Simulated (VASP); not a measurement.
# InB2As3 (P-3m1) in VASP: notebook

Runs on InB2As3. Level: PBE. Tasks: single point, relaxation of cell and atoms.

Program: VASP 6.6.1. These are calculated values, not measurements. Logs are shortened: lines on timing, memory, paths and dates and some standing lists are left out, and cuts for length are marked.

## (1) The cell of the first run

The structure is trigonal, space group P-3m1 (No. 164). Conventional cell: a = 3.342 Å, b = 3.342 Å, c = 11.834 Å, α = 90.00°, β = 90.00°, γ = 120.00°. Within 4.2 Å of In (site symmetry -3m) lie 2 As at 3.17 Å and 6 B at 3.28 Å and 6 In at 3.34 Å. B (site symmetry 3m) has 3 As at 2.00 Å within 2.6 Å. As (site symmetry -3m) has 8 As at 2.74 to 3.34 Å within 3.6 Å. Within 2.6 Å of As (site symmetry 3m) lie 3 B at 2.00 Å.

The cell was generated, and may not be a known phase.

## (2) Single point, PBE

File INCAR:

```
SYSTEM = InB2As3
PREC = Accurate
ENCUT = 520
EDIFF = 1E-6
ISMEAR = 0
SIGMA = 0.1
LREAL = .FALSE.
LASPH = .TRUE.
NELM = 60
ALGO = Normal
ISIF = 2
LWAVE = .FALSE.
LCHARG = .FALSE.
GGA = PE
NBANDS = 26
```

File KPOINTS:

```
Automatic mesh
0
G
  6 6 4
  0 0 0
```

File POSCAR:

```
InB2As3
1.0
    3.3415497039      0.0000000000      0.0000000000
   -1.6707748519      2.8938669316      0.0000000000
    0.0000000000      0.0000000000     11.8338999179
In B As
1 2 3
Direct
    0.0000000000      0.0000000000      0.5000000000
    0.3333333333      0.6666666667      0.2755450567
    0.6666666667      0.3333333333      0.7244549433
    0.0000000000      0.0000000000      0.0000000000
    0.0000000000      0.0000000000      0.7682171881
    0.0000000000      0.0000000000      0.2317828119
```

Potentials or basis: VASP PAW PBE potentials, release 64 (In_d, B, As).

The run is started by

```
$ cat potpaw_PBE.64/In_d/POTCAR potpaw_PBE.64/B/POTCAR potpaw_PBE.64/As/POTCAR > POTCAR
$ mpirun -np 1 vasp_std > vasp.out
```

OUTCAR:

```text
SYSTEM = InB2As3
   PREC = Accurate
   ENCUT = 520
   EDIFF = 1E-6
   ISMEAR = 0
   LREAL = .FALSE.
   LASPH = .TRUE.
   NELM = 60
   ISIF = 2
   GGA = PE

 ion  position               nearest neighbor table
   1  0.000  0.000  0.500-   5 3.17   6 3.17
   2  0.333  0.667  0.276-   6 2.00   6 2.00   6 2.00
   3  0.667  0.333  0.724-   5 2.00   5 2.00   5 2.00
   4  0.000  0.000  0.000-   5 2.74   6 2.74
   5  0.000  0.000  0.768-   3 2.00   3 2.00   3 2.00   4 2.74   1 3.17
   6  0.000  0.000  0.232-   2 2.00   2 2.00   2 2.00   4 2.74   1 3.17

  LATTYP: Found a hexagonal cell.
 ALAT       =     3.3415497039
 C/A-ratio  =     3.5414406388

  Lattice vectors:

 A1 = (   3.3415497039,   0.0000000000,   0.0000000000)
 A2 = (  -1.6707748519,   2.8938669316,   0.0000000000)
 A3 = (   0.0000000000,   0.0000000000,  11.8338999179)

Analysis of symmetry for initial positions (statically):
=====================================================================
 Subroutine PRICEL returns:
 Original cell was already a primitive cell.

 Routine SETGRP: Setting up the symmetry group for a
 hexagonal supercell.

 Subroutine GETGRP returns: Found 12 space group operations
 (whereof 12 operations were pure point group operations)
 out of a pool of 24 trial point group operations.

The static configuration has the point symmetry D_3d.

Analysis of symmetry for dynamics (positions and initial velocities):
=====================================================================
 Subroutine PRICEL returns:
 Original cell was already a primitive cell.

 Routine SETGRP: Setting up the symmetry group for a
 hexagonal supercell.

 Subroutine GETGRP returns: Found 12 space group operations
 (whereof 12 operations were pure point group operations)
 out of a pool of 24 trial point group operations.

The dynamic configuration has the point symmetry D_3d.

 Subroutine INISYM returns: Found 12 space group operations
 (whereof 12 operations are pure point group operations),
 and found     1 'primitive' translations

----------------------------------------------------------------------------------------

                                     Primitive cell

  volume of cell :     114.4338

  direct lattice vectors                    reciprocal lattice vectors
     3.341549704  0.000000000  0.000000000     0.299262345  0.172779195  0.000000000
    -1.670774852  2.893866932  0.000000000     0.000000000  0.345558391  0.000000000
     0.000000000  0.000000000 11.833899918     0.000000000  0.000000000  0.084502996

  length of vectors
     3.341549704  3.341549704 11.833899918     0.345558391  0.345558391  0.084502996

  position of ions in fractional coordinates (direct lattice)
     0.000000000  0.000000000  0.500000000
     0.333333333  0.666666667  0.275545057
     0.666666667  0.333333333  0.724454943
     0.000000000  0.000000000  0.000000000
     0.000000000  0.000000000  0.768217188
     0.000000000  0.000000000  0.231782812

  ion indices of the primitive-cell ions
   primitive index   ion index
                 1           1
                 2           2
                 3           3
                 4           4
                 5           5
                 6           6

----------------------------------------------------------------------------------------

 KPOINTS: Automatic mesh

Automatic generation of k-mesh.
 Grid dimensions read from file:
 generate k-points for:    6    6    4

 Generating k-lattice:

  Cartesian coordinates                     Fractional coordinates (reciprocal lattice)
     0.049877057  0.028796533  0.000000000     0.166666667 -0.000000000  0.000000000
     0.000000000  0.057593065  0.000000000     0.000000000  0.166666667  0.000000000
     0.000000000  0.000000000  0.021125749     0.000000000  0.000000000  0.250000000

  Length of vectors
     0.057593065  0.057593065  0.021125749

  Shift w.r.t. Gamma in fractional coordinates (k-lattice)
     0.000000000  0.000000000  0.000000000

 Subroutine IBZKPT returns following result:
 ===========================================

 Found     24 irreducible k-points:

 Following reciprocal coordinates:
            Coordinates               Weight
  0.000000  0.000000  0.000000      1.000000
  0.166667  0.000000  0.000000      6.000000
  0.333333  0.000000  0.000000      6.000000
  0.500000  0.000000  0.000000      3.000000
  0.166667  0.166667  0.000000      6.000000
  0.333333  0.166667  0.000000     12.000000
[... 16 lines left out ...]
  0.333333  0.166667  0.500000     12.000000
  0.333333  0.333333  0.500000      2.000000
   k-points           NKPTS =     24   k-points in BZ     NKDIM =     24   number of bands    NBANDS=     26
   number of dos      NEDOS =    301   number of ions     NIONS =      6
   total plane-waves  NPLWV =  70560
   dimension x,y,z NGX =    28 NGY =   28 NGZ =   90
   dimension x,y,z NGXF=    56 NGYF=   56 NGZF=  180
   ions per type =               1   2   3
   NGX,Y,Z   is equivalent  to a cutoff of  13.93, 13.93, 12.64 a.u.
   NGXF,Y,Z  is equivalent  to a cutoff of  27.86, 27.86, 25.29 a.u.
 SYSTEM =  InB2As3
   PREC   = accura    normal or accurate (medium, high low for compatibility)
   ISTART =      0    job   : 0-new  1-cont  2-samecut
   ICHARG =      2    charge: 1-file 2-atom 10-const
   ISPIN  =      1    spin polarized calculation?
   LNONCOLLINEAR =      F non collinear calculations
   LSORBIT =      F    spin-orbit coupling
   LASPH  =      T    aspherical Exc in radial PAW
   ENCUT  =  520.0 eV  38.22 Ry    6.18 a.u.   6.21  6.21 22.00*2*pi/ulx,y,z
   NELM   =     60;   NELMIN=  2; NELMDL= -5     # of ELM steps
   EDIFF  = 0.1E-05   stopping-criterion for ELM
   LREAL  =      F    real-space projection
   EDIFFG = 0.1E-04   stopping-criterion for IOM
   NSW    =      0    number of steps for IOM
   IBRION =     -1    ionic relax: 0-MD 1-quasi-New 2-CG
   NFREE  =      0    steps in history (QN), initial steepest desc. (CG)
   ISIF   =      2    stress and relaxation
   ISYM   =      2    0-nonsym 1-usesym 2-fastsym
   POTIM  = 0.5000    time-step for ionic-motion
   TEBEG  =    0.0;   TEEND  =   0.0 temperature during run
   PSTRESS=    0.0 pullay stress
   NELECT =      34.0000    total number of electrons
   NUPDOWN=      -1.0000    fix difference up-down
   EMIN   =  10.00;   EMAX   =-10.00  energy-range for DOS
   EFERMI =   0.00;   METHOD = LEGACY
   ISMEAR =     0;   SIGMA  =   0.10  broadening in eV -4-tet -1-fermi 0-gaus
   EFERMI_NEDOS =   21; number of points for ismear=-14 and -15
   IALGO  =     38    algorithm
   IMIX   =      4    mixing-type and parameters
     AMIX     =   0.40;   BMIX     =  1.00
     AMIX_MAG =   1.60;   BMIX_MAG =  1.00
  volume/ion in A,a.u.               =      19.07       128.71
  Fermi-wavevector in a.u.,A,eV,Ry     =   1.092403  2.064343 16.236445  1.193345
  Thomas-Fermi vector in A             =   2.228668
   LORBIT       =      0    0 simple, 1 ext, 2 COOP (PROOUT), +10 PAW based schemes
   GGA     = PE    functional components
   LHFCALC =     F    Hartree Fock is set to
   AEXX    =    0.0000 exact exchange contribution
   IVDW    =     0    specifies the selected vdW correction
   LEPSILON=     F    determine dielectric tensor
   LRPA    =     F    only Hartree local field effects (RPA)
 non-spin polarized calculation
 Gauss-broadening in eV      SIGMA  =   0.10
  energy-cutoff  :      520.00
  volume of cell :      114.43
 maximum number of plane-waves:      3108
 NGX is ok and might be reduce to    28
   NGX = 13   NGY = 13   NGZ = 45

 number of electron      33.9999998 magnetization

 Free energy of the ion-electron system (eV)
  ---------------------------------------------------
  ext. energy  EPLUGINS =         0.00000000
  ---------------------------------------------------
  free energy    TOTEN  =       -27.39541678 eV

  energy without entropy =      -27.38557045  energy(sigma->0) =      -27.39049361

 E-fermi :   5.0781     XC(G=0):  -9.8941

 val. band max:        4.9885626292   @ k =   0.5000   0.0000   0.2500
 cond. band min:       5.1270027729   @ k =   0.5000   0.0000   0.5000
 fundamental gap:      0.1384401437
 Fermi energy:         5.0780986822

 k-point     1 :       0.0000    0.0000    0.0000
  band No.  band energies     occupation
      1      -9.6196      2.00000
      2      -9.3488      2.00000
      3      -9.2188      2.00000
      4      -9.2188      2.00000
      5      -9.1896      2.00000
      6      -9.0609      2.00000
[... 18 lines left out ...]
     25       9.7226      0.00000
     26       9.7940      0.00000

 k-point     2 :       0.1667    0.0000    0.0000
  band No.  band energies     occupation
      1      -9.4068      2.00000
      2      -9.2367      2.00000
      3      -9.1495      2.00000
      4      -9.1265      2.00000
      5      -9.0703      2.00000
      6      -8.9559      2.00000
[... 18 lines left out ...]
     25      11.0565      0.00000
     26      11.1795      0.00000

 k-point     3 :       0.3333    0.0000    0.0000
  band No.  band energies     occupation
      1      -9.3361      2.00000
      2      -9.1976      2.00000
      3      -9.1602      2.00000
      4      -9.0894      2.00000
      5      -9.0070      2.00000
      6      -7.9459      2.00000
[... 18 lines left out ...]
     25      11.5959      0.00000
     26      11.6214      0.00000

 k-point     4 :       0.5000    0.0000    0.0000
  band No.  band energies     occupation
      1      -9.3612      2.00000
      2      -9.2367      2.00000
      3      -9.0988      2.00000
      4      -9.0983      2.00000
      5      -8.9340      2.00000
      6      -6.9884      2.00000
[... 18 lines left out ...]
     25      11.0446      0.00000
     26      11.1835      0.00000

 k-point     5 :       0.1667    0.1667    0.0000
  band No.  band energies     occupation
      1      -9.2681      2.00000
      2      -9.2416      2.00000
      3      -9.1696      2.00000
      4      -9.0932      2.00000
      5      -9.0546      2.00000
      6      -8.2791      2.00000
[... 18 lines left out ...]
     25      10.2337      0.00000
     26      10.7205      0.00000

 k-point     6 :       0.3333    0.1667    0.0000
  band No.  band energies     occupation
      1      -9.2764      2.00000
      2      -9.2143      2.00000
      3      -9.1314      2.00000
      4      -9.1220      2.00000
      5      -8.9910      2.00000
      6      -7.0907      2.00000
[... 427 lines left out ...]
 k-point    21 :       0.5000    0.0000    0.5000
  band No.  band energies     occupation
      1      -9.3612      2.00000
      2      -9.2367      2.00000
      3      -9.0988      2.00000
      4      -9.0979      2.00000
      5      -8.9340      2.00000
      6      -7.0162      2.00000
[... 18 lines left out ...]
     25      10.8312      0.00000
     26      10.9480      0.00000

 k-point    22 :       0.1667    0.1667    0.5000
  band No.  band energies     occupation
      1      -9.2657      2.00000
      2      -9.2416      2.00000
      3      -9.1701      2.00000
      4      -9.0932      2.00000
      5      -9.0539      2.00000
      6      -8.3124      2.00000
[... 18 lines left out ...]
     25      10.5507      0.00000
     26      10.9077      0.00000

 k-point    23 :       0.3333    0.1667    0.5000
  band No.  band energies     occupation
      1      -9.2764      2.00000
      2      -9.2143      2.00000
      3      -9.1311      2.00000
      4      -9.1220      2.00000
      5      -8.9910      2.00000
      6      -7.1130      2.00000
[... 18 lines left out ...]
     25      10.1011      0.00000
     26      10.4761      0.00000

 k-point    24 :       0.3333    0.3333    0.5000
  band No.  band energies     occupation
      1      -9.1807      2.00000
      2      -9.1807      2.00000
      3      -9.1369      2.00000
      4      -9.1076      2.00000
      5      -9.1076      2.00000
      6      -6.5247      2.00000
[... 18 lines left out ...]
     25      10.0754      0.00000
     26      12.6216      0.00000

------------------------ aborting loop because EDIFF is reached ----------------------------------------

  FORCE on cell =-STRESS in cart. coord.  units (eV):
  Direction    XX          YY          ZZ          XY          YZ          ZX
  --------------------------------------------------------------------------------------
  -------------------------------------------------------------------------------------
  Total        0.2931420      0.2931420      0.1096180      0.0000000      0.0000000     -0.0000000
  in kB        4.1042536      4.1042536      1.5347512      0.0000000      0.0000000     -0.0000000
  external PRESSURE =       3.2477528 kB  Pullay stress =       0.0000000 kB

 VOLUME and BASIS-vectors are now :
 -----------------------------------------------------------------------------
  energy-cutoff  :      520.00
  volume of cell :      114.43
      direct lattice vectors                 reciprocal lattice vectors
     3.341549704  0.000000000  0.000000000     0.299262345  0.172779195  0.000000000
    -1.670774852  2.893866932  0.000000000     0.000000000  0.345558391  0.000000000
     0.000000000  0.000000000 11.833899918     0.000000000  0.000000000  0.084502996

 POSITION                                       TOTAL-FORCE (eV/Angst)
 -----------------------------------------------------------------------------------
      0.00000      0.00000      5.91695        -0.000000      0.000000      0.000000
     -0.00000      1.92924      3.26077         0.000000     -0.000000      0.034552
      1.67077      0.96462      8.57313         0.000000      0.000000     -0.034552
      0.00000      0.00000      0.00000        -0.000000      0.000000      0.000000
      0.00000      0.00000      9.09101        -0.000000     -0.000000      0.038563
      0.00000      0.00000      2.74289         0.000000      0.000000     -0.038563
 -----------------------------------------------------------------------------------
    total drift:                               -0.000000      0.000000      0.000000

  FREE ENERGIE OF THE ION-ELECTRON SYSTEM (eV)
  ---------------------------------------------------
  free  energy   TOTEN  =       -27.3954167765 eV

  energy  without entropy=      -27.3855704495  energy(sigma->0) =      -27.39049361
```

Run time: 2.7 min. Hardware: 1 thread of Intel Xeon 8259CL, shared host; peak memory 0.29 GiB.

Results:

```yaml
Free_energy: -27.3954 eV
Pressure: 0.3 GPa
Largest_force: 0.039 eV/Å
Band_gap_on_the_k_mesh: zero (bands 17 and 18 overlap by 4.01 eV)
```

Forces on the atoms (eV/Å):
```
In   0.000  0.000  0.000
B    0.000  0.000  0.035
B    0.000  0.000 -0.035
As   0.000  0.000  0.000
As   0.000  0.000  0.039
As   0.000  0.000 -0.039
```

Stress tensor (GPa, compression positive):
```
0.41 0.00 0.00
0.00 0.41 0.00
0.00 0.00 0.15
```

Levels at points of the mesh, in eV from the Fermi level:
```tsv
k point	band 14	band 15	band 16	band 17	band 18	band 19
(0.00, 0.00, 0.00)	-1.38	-1.35	-1.35	2.98	2.98	3.31
(0.50, 0.00, 0.00)	-3.55	-3.51	-2.15	-0.59	0.17	0.98
(0.00, 0.00, 0.50)	-1.36	-1.36	0.16	1.48	2.98	2.98
(0.50, 0.00, 0.50)	-3.53	-2.65	-2.07	-1.68	0.05	1.41
```

Caveat: the k points lie up to 0.36 Å⁻¹ apart, too coarse for converged energies and pressures of a metal; spin-orbit coupling is left out, which moves the levels of the heavy elements.

(Part 1 of 3 ends here.)

The gap in the log of VASP goes by the Fermi energy; the results here count the filled bands.